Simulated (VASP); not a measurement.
# Ti3Si: single point with r2SCAN

Crystal: Ti3Si.

```
CELL_PARAMETERS angstrom
0.00000 3.14436 3.14436
3.14436 0.00000 3.14436
3.14436 3.14436 0.00000
ATOMIC_POSITIONS crystal
Ti 0.75000 0.75000 0.75000
Ti 0.25000 0.25000 0.25000
Ti 0.00000 0.00000 0.00000
Si 0.50000 0.50000 0.50000
```

```
Program             : VASP 6.6.1
Task                : single point
Functional          : r2SCAN
Potentials or basis : VASP PAW PBE potentials, release 64 (Ti_sv, Si)
Cutoff              : 520 eV
k mesh              : 4 × 4 × 4
Occupations         : methfessel-paxton, width 0.15 eV
Spin                : no spin polarisation
```

- Pressure: -1.5 GPa
- Band gap on the k mesh: zero (bands 20 and 21 overlap by 0.31 eV)

Levels at points of the mesh, in eV from the Fermi level:
| k point | band 19 | band 20 | band 21 | band 22 | band 23 | band 24 |
| --- | --- | --- | --- | --- | --- | --- |
| (0.00, 0.00, 0.00) | -0.11 | -0.11 | -0.11 | 2.45 | 2.48 | 2.48 |
| (0.50, 0.00, 0.00) | -0.46 | -0.27 | -0.27 | 0.69 | 1.03 | 1.03 |
| (0.50, 0.50, 0.00) | -0.33 | -0.18 | -0.18 | 1.28 | 1.37 | 1.37 |

Wall time 48 s on 1 thread of Intel(R) Xeon(R) 6975P-C (Granite Rapids) (shared host), peak memory 0.21 GiB.

Caveat: the k points lie up to 0.43 Å⁻¹ apart; the PAW data sets were made with another functional, which shifts forces and pressure a little.
